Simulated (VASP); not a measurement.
# AlN (F-43m) in VASP: single point with PBEsol

Aim: the single point of AlN with PBEsol.

Program: VASP 6.6.1. These are calculated values, not measurements. Logs are shortened: lines on timing, memory, paths and dates and some standing lists are left out, and cuts for length are marked.

**1. The cell of the first run**

It takes space group F-43m (No. 216, cubic). The conventional cell has a = 4.368 Å, b = 4.368 Å, c = 4.368 Å, α = 90.00°, β = 90.00°, γ = 90.00°. Within 2.5 Å of Al (site symmetry -43m) lie 4 N at 1.89 Å. N (site symmetry -43m) has 4 Al at 1.89 Å within 2.5 Å.

**2. Single point, PBEsol**

Contents of INCAR:

```
  PREC = Accurate
  ENCUT = 520
  EDIFF = 1E-6
  ISMEAR = 0
  SIGMA = 0.01
  LREAL = False
  LASPH = True
  NELM = 100
  ALGO = Normal
  ISIF = 2
  LWAVE = False
  LCHARG = True
  GGA = PS
  LELF = True
  LVHAR = True
  NBANDS = 11
```

Contents of KPOINTS:

```
regular mesh
0
Gamma
  6 6 6
```

Contents of POSCAR:

```
AlN
1.0
    0.0000000000      2.1839940000      2.1839940000
    2.1839940000      0.0000000000      2.1839940000
    2.1839940000      2.1839940000      0.0000000000
Al N
1 1
Direct
    0.0000000000      0.0000000000      0.0000000000
    0.7500000000      0.7500000000      0.7500000000
```

Potentials or basis: VASP PAW PBE potentials, release 64 (Al, N).

On the command line:

```sh
cat potpaw_PBE.64/Al/POTCAR potpaw_PBE.64/N/POTCAR > POTCAR
mpirun -np 1 vasp_std > vasp.out
```

OUTCAR:

```text
PREC = Accurate
   ENCUT = 520
   EDIFF = 1E-6
   ISMEAR = 0
   LREAL = False
   LASPH = True
   NELM = 100
   ISIF = 2
   GGA = PS

 ion  position               nearest neighbor table
   1  0.000  0.000  0.000-   2 1.89   2 1.89   2 1.89   2 1.89
   2  0.750  0.750  0.750-   1 1.89   1 1.89   1 1.89   1 1.89

  LATTYP: Found a face centered cubic cell.
 ALAT       =     4.3679880000

  Lattice vectors:

 A1 = (   0.0000000000,   2.1839940000,   2.1839940000)
 A2 = (   2.1839940000,   0.0000000000,   2.1839940000)
 A3 = (   2.1839940000,   2.1839940000,   0.0000000000)

Analysis of symmetry for initial positions (statically):
=====================================================================
 Subroutine PRICEL returns:
 Original cell was already a primitive cell.

 Routine SETGRP: Setting up the symmetry group for a
 face centered cubic supercell.

 Subroutine GETGRP returns: Found 24 space group operations
 (whereof 24 operations were pure point group operations)
 out of a pool of 48 trial point group operations.

The static configuration has the point symmetry T_d .

Analysis of symmetry for dynamics (positions and initial velocities):
=====================================================================
 Subroutine PRICEL returns:
 Original cell was already a primitive cell.

 Routine SETGRP: Setting up the symmetry group for a
 face centered cubic supercell.

 Subroutine GETGRP returns: Found 24 space group operations
 (whereof 24 operations were pure point group operations)
 out of a pool of 48 trial point group operations.

The dynamic configuration has the point symmetry T_d .

 Subroutine INISYM returns: Found 24 space group operations
 (whereof 24 operations are pure point group operations),
 and found     1 'primitive' translations

----------------------------------------------------------------------------------------

                                     Primitive cell

  volume of cell :      20.8346

  direct lattice vectors                    reciprocal lattice vectors
     0.000000000  2.183994000  2.183994000    -0.228938358  0.228938358  0.228938358
     2.183994000  0.000000000  2.183994000     0.228938358 -0.228938358  0.228938358
     2.183994000  2.183994000  0.000000000     0.228938358  0.228938358 -0.228938358

  length of vectors
     3.088633935  3.088633935  3.088633935     0.396532868  0.396532868  0.396532868

  position of ions in fractional coordinates (direct lattice)
[... 76 lines left out ...]
   ISIF   =      2    stress and relaxation
   ISYM   =      2    0-nonsym 1-usesym 2-fastsym
   POTIM  = 0.5000    time-step for ionic-motion
   TEBEG  =    0.0;   TEEND  =   0.0 temperature during run
   PSTRESS=    0.0 pullay stress
   NELECT =       8.0000    total number of electrons
   NUPDOWN=      -1.0000    fix difference up-down
   EMIN   =  10.00;   EMAX   =-10.00  energy-range for DOS
   EFERMI =   0.00;   METHOD = LEGACY
   ISMEAR =     0;   SIGMA  =   0.01  broadening in eV -4-tet -1-fermi 0-gaus
   EFERMI_NEDOS =   21; number of points for ismear=-14 and -15
   IALGO  =     38    algorithm
   IMIX   =      4    mixing-type and parameters
     AMIX     =   0.40;   BMIX     =  1.00
     AMIX_MAG =   1.60;   BMIX_MAG =  1.00
  volume/ion in A,a.u.               =      10.42        70.30
  Fermi-wavevector in a.u.,A,eV,Ry     =   1.189899  2.248583 19.263936  1.415859
  Thomas-Fermi vector in A             =   2.325996
   LORBIT       =      0    0 simple, 1 ext, 2 COOP (PROOUT), +10 PAW based schemes
   GGA     = PS    functional components
   LHFCALC =     F    Hartree Fock is set to
   AEXX    =    0.0000 exact exchange contribution
   IVDW    =     0    specifies the selected vdW correction
   LEPSILON=     F    determine dielectric tensor
   LRPA    =     F    only Hartree local field effects (RPA)
 non-spin polarized calculation
 Gauss-broadening in eV      SIGMA  =   0.01
  energy-cutoff  :      520.00
  volume of cell :       20.83
 maximum number of plane-waves:       568
   NGX = 11   NGY = 11   NGZ = 11

 number of electron       8.0000000 magnetization

 Free energy of the ion-electron system (eV)
  ---------------------------------------------------
  ext. energy  EPLUGINS =         0.00000000
  ---------------------------------------------------
  free energy    TOTEN  =       -15.60874332 eV

  energy without entropy =      -15.60874332  energy(sigma->0) =      -15.60874332

 E-fermi :   5.9548     XC(G=0): -11.1287

 val. band max:        5.8806919831   @ k =   0.0000   0.0000   0.0000
 cond. band min:       9.0652329643   @ k =   0.5000   0.5000   0.0000
 fundamental gap:      3.1845409811
 Fermi energy:         5.9547892231

 k-point     1 :       0.0000    0.0000    0.0000
  band No.  band energies     occupation
      1      -9.0782      2.00000
      2       5.8807      2.00000
      3       5.8807      2.00000
      4       5.8807      2.00000
      5      10.0123      0.00000
      6      18.3472      0.00000
      7      18.3472      0.00000
      8      18.3472      0.00000
      9      23.4658      0.00000
     10      23.4658      0.00000
     11      24.8183      0.00000
[... 197 lines left out ...]
 k-point    16 :      -0.3333    0.5000    0.1667
  band No.  band energies     occupation
      1      -6.3036      2.00000
      2       1.5290      2.00000
      3       3.0699      2.00000
      4       3.3416      2.00000
      5      11.0188      0.00000
      6      16.0701      0.00000
      7      18.7649      0.00000
      8      18.8287      0.00000
      9      22.3472      0.00000
     10      25.9642      0.00000
     11      30.3957      0.00000

------------------------ aborting loop because EDIFF is reached ----------------------------------------

  FORCE on cell =-STRESS in cart. coord.  units (eV):
  Direction    XX          YY          ZZ          XY          YZ          ZX
  --------------------------------------------------------------------------------------
  -------------------------------------------------------------------------------------
  Total        0.1720057      0.1720057      0.1720057      0.0000000     -0.0000000      0.0000000
  in kB       13.2272374     13.2272374     13.2272374      0.0000000     -0.0000000      0.0000000
  external PRESSURE =      13.2272374 kB  Pullay stress =       0.0000000 kB

 VOLUME and BASIS-vectors are now :
 -----------------------------------------------------------------------------
  energy-cutoff  :      520.00
  volume of cell :       20.83
      direct lattice vectors                 reciprocal lattice vectors
     0.000000000  2.183994000  2.183994000    -0.228938358  0.228938358  0.228938358
     2.183994000  0.000000000  2.183994000     0.228938358 -0.228938358  0.228938358
     2.183994000  2.183994000  0.000000000     0.228938358  0.228938358 -0.228938358

 POSITION                                       TOTAL-FORCE (eV/Angst)
 -----------------------------------------------------------------------------------
      0.00000      0.00000      0.00000         0.000000      0.000000     -0.000000
      3.27599      3.27599      3.27599        -0.000000     -0.000000      0.000000
 -----------------------------------------------------------------------------------
    total drift:                               -0.000000     -0.000000     -0.000000

  FREE ENERGIE OF THE ION-ELECTRON SYSTEM (eV)
  ---------------------------------------------------
  free  energy   TOTEN  =       -15.6087433232 eV

  energy  without entropy=      -15.6087433232  energy(sigma->0) =      -15.60874332
```

OSZICAR:

```text
N       E                     dE             d eps       ncg     rms          rms(c)
DAV:   1     0.105935381268E+02    0.10594E+02   -0.39508E+03   352   0.612E+02
DAV:   2    -0.169269609763E+02   -0.27520E+02   -0.26785E+02   414   0.139E+02
DAV:   3    -0.178380474911E+02   -0.91109E+00   -0.90973E+00   433   0.241E+01
DAV:   4    -0.178428862819E+02   -0.48388E-02   -0.48384E-02   412   0.192E+00
DAV:   5    -0.178429443325E+02   -0.58051E-04   -0.58050E-04   424   0.202E-01    0.829E+00
DAV:   6    -0.156503354548E+02    0.21926E+01   -0.10785E+01   411   0.163E+01    0.285E+00
DAV:   7    -0.156271031214E+02    0.23232E-01   -0.15324E-01   400   0.303E+00    0.202E+00
DAV:   8    -0.156099639113E+02    0.17139E-01   -0.27468E-02   394   0.154E+00    0.557E-01
DAV:   9    -0.156087285737E+02    0.12353E-02   -0.35136E-03   418   0.364E-01    0.231E-01
DAV:  10    -0.156087413834E+02   -0.12810E-04   -0.27300E-04   394   0.110E-01    0.150E-02
DAV:  11    -0.156087434143E+02   -0.20308E-05   -0.20551E-06   427   0.126E-02    0.150E-02
DAV:  12    -0.156087433232E+02    0.91131E-07   -0.25322E-07   224   0.414E-03
   1 F= -.15608743E+02 E0= -.15608743E+02  d E =-.112039E-27
```

Wall time 4.8 s (1 thread of Intel Xeon Platinum 8488C (Sapphire Rapids), shared host); peak memory 0.13 GiB.

What came out:

```
Free energy            : -15.6087 eV
Pressure               : 1.3 GPa
Band gap on the k mesh : 3.18 eV, indirect (least direct gap 4.13 eV)
```

Caveat: the PAW data sets were made with another functional, which shifts forces and pressure a little. PBEsol gaps usually lie below the measured ones, often by a third to a half.
